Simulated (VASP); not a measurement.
Wanted: the native input for a VASP 6.6.1 run.

- Task: relaxation of cell and atoms
- Functional: PBE
- Potentials or basis: VASP PAW PBE potentials, release 64 (Hf_pv, W_sv, S)
- Cutoff: 600 eV
- k mesh: 6 × 6 × 2
- Occupations: gaussian, width 0.1 eV
- Spin: collinear spin, zero start
- Starting moments: [0.0, 0.0, 0.0, 0.0, 0.0, 0.0] μB
- Dipole correction: no
- Further INCAR settings: ALGO = Normal; EDIFF = 1e-07; IBRION = 2; EDIFFG = -0.04; NSW = 90; ISIF = 3

The structure of HfWS4 lies in POSCAR:

```
HfWS4
1.0
    3.9473020500      0.0000000000      0.0000000000
   -1.9736510300      3.4184638500      0.0000000000
    0.0000000000      0.0000000000      8.2212158100
Hf W S
1 1 4
Direct
    0.0000000000      0.0000000000      0.5000000000
    0.0000000000      0.0000000000      0.0000000000
    0.3333333300      0.6666666700      0.7340772700
    0.3333333300      0.6666666700      0.2659227300
    0.6666666700      0.3333333300      0.7340772700
    0.6666666700      0.3333333300      0.2659227300
```

The cell was built from a structure type or drawn by symmetry, and may not be a known phase.

These files were run (other wordings do the same):

INCAR

```
SYSTEM = HfWS4
PREC = Accurate
ENCUT = 600
EDIFF = 1E-7
ISMEAR = 0
SIGMA = 0.1
LREAL = .FALSE.
LASPH = .TRUE.
NELM = 150
ALGO = Normal
ISIF = 3
LWAVE = .FALSE.
LCHARG = .FALSE.
ISPIN = 2
MAGMOM = 0 0 0 0 0 0
LORBIT = 11
LMAXMIX = 4
GGA = PE
IBRION = 2
NSW = 90
EDIFFG = -0.04
```

KPOINTS

```
Automatic mesh
0
G
  6 6 2
  0 0 0
```

Potentials or basis: VASP PAW PBE potentials, release 64 (Hf_pv, W_sv, S).

The run is started by

```sh
$ cat potpaw_PBE.64/Hf_pv/POTCAR potpaw_PBE.64/W_sv/POTCAR potpaw_PBE.64/S/POTCAR > POTCAR
$ mpirun -np 1 vasp_std > vasp.out
```

It gave:

* Relaxed volume: 15.77 Å³/atom
* Relaxed cell: a = 4.306 Å, b = 4.306 Å, c = 5.892 Å, α = 90.00°, β = 90.00°, γ = 120.00°
* Space group after relaxing (to 0.1 Å): P6/mmm (No. 191)
* Energy gained by relaxing: 1012.2 meV/atom
* Ionic steps: 13
* Pressure after relaxing: 0.0 GPa
* Largest force after relaxing: 0.008 eV/Å
* Band gap on the k mesh: zero (filled and empty bands overlap)
* Net moment: 0.00 μB per cell
* Valence electrons inside the program's atomic spheres: Hf 8.03; W 11.72; S 3.60

Caveat: the k points lie up to 0.53 Å⁻¹ apart in the final cell, too coarse for converged energies and pressures of a metal; a cell axis changed by over 15 % at a fixed basis, so the end point is rough; spin-orbit coupling is left out, which moves the levels of the heavy elements.

Wall time 20 min on 1 thread of AMD EPYC 7R43 64-Core Processor (Zen 3) (shared host), peak memory 0.35 GiB.
